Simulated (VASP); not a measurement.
Set up this calculation in VASP 6.6.1, as the native input.

```yaml
Task: single point
Functional: PBE
Potentials_or_basis: VASP PAW PBE potentials, release 64 (Sc_sv, Pd, C)
Cutoff: 520 eV
k_mesh: 10 × 10 × 10
Occupations: gaussian, width 0.1 eV
Spin: no spin polarisation
Dipole_correction: no
Further_INCAR_settings: ALGO = Normal; EDIFF = 1e-06; NBANDS = 28
```

The structure of ScPdC4 lies in POSCAR:

```
ScPdC4
1.0
    0.0000000000      3.1693747208      3.1693747208
    3.1693747208      0.0000000000      3.1693747208
    3.1693747208      3.1693747208      0.0000000000
Sc Pd C
1 1 4
Direct
    0.0000000000      0.0000000000      0.0000000000
    0.7500000000      0.7500000000      0.7500000000
    0.3382904599      0.9851286204      0.3382904599
    0.3382904599      0.3382904599      0.9851286204
    0.3382904599      0.3382904599      0.3382904599
    0.9851286204      0.3382904599      0.3382904599
```

One way to write it, as run:

INCAR

```
SYSTEM = ScPdC4
PREC = Accurate ; ENCUT = 520
EDIFF = 1E-6 ; ISMEAR = 0
SIGMA = 0.1 ; LREAL = .False.
LASPH = .True. ; NELM = 80
ALGO = Normal ; ISIF = 2
LWAVE = .False. ; LCHARG = .False.
GGA = PE ; NBANDS = 28
```

KPOINTS

```
regular mesh
0
Gamma
  10 10 10
  0 0 0
```

Potentials or basis: VASP PAW PBE potentials, release 64 (Sc_sv, Pd, C).

The run is started by

```bash
$ cat potpaw_PBE.64/Sc_sv/POTCAR potpaw_PBE.64/Pd/POTCAR potpaw_PBE.64/C/POTCAR > POTCAR
$ mpirun -np 1 vasp_std > vasp.out
```

Results of the run:

The pressure is 0.6 GPa. The largest force is 0.114 eV/Å and the band gap on the k mesh is zero (an odd number of electrons rules out a gap without spin polarisation).

It took 97 s on 1 thread of Intel(R) Xeon(R) Platinum 8259CL CPU @ 2.50GHz (Skylake/Cascade Lake), with other jobs on the host, peak memory 0.25 GiB.
